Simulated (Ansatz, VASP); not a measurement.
## Two plane-wave programs on In

File INCAR:

```
SYSTEM = In
PREC = Accurate ; ENCUT = 520
EDIFF = 1E-8 ; ISMEAR = -1
SIGMA = 0.05 ; LREAL = .FALSE.
LASPH = .TRUE. ; NELM = 60
ALGO = Normal ; ISIF = 2
LWAVE = .FALSE. ; LCHARG = .FALSE.
GGA = PE ; LEFG = .TRUE.
NBANDS = 26
```

File KPOINTS:

```
regular mesh
0
G
  14 14 14
  0 0 0
```

The input POSCAR:

```
In
1.0
    1.6640527053      0.9607412773      8.1800133351
   -1.6640527053      0.9607412773      8.1800133351
    0.0000000000     -1.9214825547      8.1800133351
In
3
Direct
    0.0000000000      0.0000000000      0.0000000000
    0.7780122400      0.7780122400      0.7780122400
    0.2219877600      0.2219877600      0.2219877600
```

Input for Ansatz:

```yaml
crystal:
  lattice:
    - [1.6640527053, 0.9607412773, 8.1800133351]
    - [-1.6640527053, 0.9607412773, 8.1800133351]
    - [0.0, -1.9214825547, 8.1800133351]
  atoms:
    - { symbol: In, position: [0.0, 0.0, 0.0] }
    - { symbol: In, position: [0.77801224, 0.77801224, 0.77801224] }
    - { symbol: In, position: [0.22198776, 0.22198776, 0.22198776] }
kpoints:
  mp_grid: { grid: [14, 14, 14] }
scf:
  occupations: { method: fermi_dirac, width: 0.05 }
hamiltonian:
  xc: pbe
  pseudopotentials: { kind: paw }
output:
  forces: true
  stress: true
  eigenvalues: true
  efg: { contact_densities: true }
```

Change from the starting cell: volume scaled by 0.99, PAW files.

Alike in both runs: task electric field gradients; functional PBE; k mesh 14 × 14 × 14; occupations fermi-dirac, width 0.05 eV; no spin polarisation.

|  | VASP | Ansatz |
| --- | --- | --- |
| version | VASP 6.6.1 | Ansatz 0.2.0 |
| potentials or method | VASP PAW PBE potentials, release 64 (In_d) | PAW with Ansatz's default frozen-core files, scalar-relativistic |
| plane-wave cutoff (eV) | 520 | 420 |
| valence electrons in the cell | 39 | 39 |

Ansatz gave:

| Quantity | Value |
| --- | --- |
| pressure (GPa) | 2.1 |
| traceless stress, the component that is largest in VASP (GPa) | 0.17 |
| rms of the force components (eV/Å) | 0.010 |
| size of Vzz on the site where it differs most (V/Å²) | 4.9 |

Estimate VASP's values.

pressure (GPa): 2.1; traceless stress, the component that is largest in VASP (GPa): 0.17; rms of the force components (eV/Å): 0.010; size of Vzz on the site where it differs most (V/Å²): 4.5.

Atom by atom the forces differ by 0.000 eV/Å (rms over components).
